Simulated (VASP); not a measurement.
# Si: single point with r2SCAN

The system is Si.

```
Si
1.0
     2.66533    0.00000    0.00000
    -1.33266    2.30824    0.00000
     0.00000    0.00000    4.59824
Si
2
Direct
  0.33333 0.66667 0.25000
  0.66667 0.33333 0.75000
```

This isn't the form of Si at room conditions, which is diamond.

- Program: VASP 6.6.1
- Task: single point
- Functional: r2SCAN
- Potentials or basis: VASP PAW PBE potentials, release 64 (Si)
- Cutoff: 520 eV
- k mesh: 18 × 18 × 10
- Occupations: gaussian, width 0.1 eV
- Spin: no spin polarisation

```json
{"Pressure": "-2.5 GPa", "Band gap on the k mesh": "zero (bands 4 and 5 overlap by 13.86 eV)"}
```

Levels at points of the mesh, in eV from the Fermi level:
| k point | band 1 | band 2 | band 3 | band 4 | band 5 | band 6 | band 7 | band 8 |
| --- | --- | --- | --- | --- | --- | --- | --- | --- |
| (0.00, 0.00, 0.00) | -15.58 | -8.90 | -7.85 | 9.95 | 9.95 | 10.84 | 11.15 | 11.15 |
| (0.50, 0.00, 0.00) | -8.70 | -8.17 | -2.22 | -1.75 | -1.61 | -0.04 | 4.23 | 6.54 |
| (0.00, 0.00, 0.50) | -13.76 | -13.76 | 0.29 | 0.29 | 11.35 | 11.35 | 11.35 | 11.35 |
| (0.50, 0.00, 0.50) | -7.00 | -7.00 | -6.34 | -6.34 | 5.80 | 5.80 | 5.98 | 5.98 |

It took 3.6 min on 1 thread of Intel Xeon 8259CL (shared host), peak memory 0.18 GiB.

Caveat: the PAW data sets were made with another functional, which shifts forces and pressure a little.
